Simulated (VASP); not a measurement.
A run of VASP 6.6.1 is set up as follows.

Contents of INCAR:

```
SYSTEM = TaS2
PREC = Accurate
ENCUT = 400
EDIFF = 1E-6
ISMEAR = 0
SIGMA = 0.05
LREAL = .FALSE.
LASPH = .TRUE.
NELM = 120
ALGO = Normal
ISIF = 2
LWAVE = .FALSE.
LCHARG = .FALSE.
LDIPOL = .TRUE.
IDIPOL = 3
DIPOL = 0.5 0.5 0.500
GGA = PE
NBANDS = 18
GGA_COMPAT = .FALSE.
NELMDL = -8
```

File KPOINTS:

```
Automatic mesh
0
G
  12 12 1
  0 0 0
```

File POSCAR:

```
TaS2
1.0
    3.3806003760      0.0000000000      0.0000000000
   -1.6903001880      2.9276858060      0.0000000000
    0.0000000000      0.0000000000     26.1236725850
S Ta
2 1
Direct
    0.6666666667      0.3333333333      0.4413972847
    0.3333333333      0.6666666667      0.5586027153
    0.0000000000      0.0000000000      0.5000000000
```

Potentials or basis: VASP PAW PBE potentials, release 64 (S, Ta_pv).

Run with:

```sh
$ cat potpaw_PBE.64/S/POTCAR potpaw_PBE.64/Ta_pv/POTCAR > POTCAR
$ mpirun -np 1 vasp_std > vasp.out
```

(1) Predict the largest force.

(2) What does it give for the band gap on the k mesh?

Results:

(1) 0.010 eV/Å.

(2) zero (an odd number of electrons rules out a gap without spin polarisation).

Caveat: spin-orbit coupling is left out, which moves the levels of the heavy elements.
